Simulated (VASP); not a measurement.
A run of VASP 6.6.1:

Contents of INCAR:

```
PREC = Accurate
ENCUT = 520
EDIFF = 1E-7
ISMEAR = 0
SIGMA = 0.02
LREAL = F
LASPH = T
NELM = 80
ALGO = Normal
ISIF = 2
LWAVE = F
LCHARG = T
GGA = PE
LELF = T
LVHAR = T
NBANDS = 36
```

File KPOINTS:

```
Automatic mesh
0
Gamma
  12 12 4
```

Contents of POSCAR:

```
ZnCd2Se3
1.0
    4.2647078036      0.0000000000      0.0000000000
   -2.1323539018      3.6933452976      0.0000000000
    0.0000000000      0.0000000000     10.5205653365
Zn Cd Se
1 2 3
Direct
    0.6666666667      0.3333333333      0.6674029004
    0.0000000000      0.0000000000      0.9907317194
    0.3333333333      0.6666666667      0.3386085783
    0.0000000000      0.0000000000      0.7363559554
    0.6666666667      0.3333333333      0.4317986594
    0.3333333333      0.6666666667      0.0851021871
```

Potentials or basis: VASP PAW PBE potentials, release 64 (Zn, Cd, Se).

Launch:

```bash
$ cat potpaw_PBE.64/Zn/POTCAR potpaw_PBE.64/Cd/POTCAR potpaw_PBE.64/Se/POTCAR > POTCAR
$ mpirun -np 1 vasp_std > vasp.out
```

Hardware: 1 thread of Intel(R) Xeon(R) Platinum 8488C (Sapphire Rapids) (shared host).

Question: Estimate the wall time of this run.

Answer: Wall time 4.2 min on 1 thread of Intel(R) Xeon(R) Platinum 8488C (Sapphire Rapids) (shared host), peak memory 0.53 GiB. Counts: scf iterations 16, k points 69.
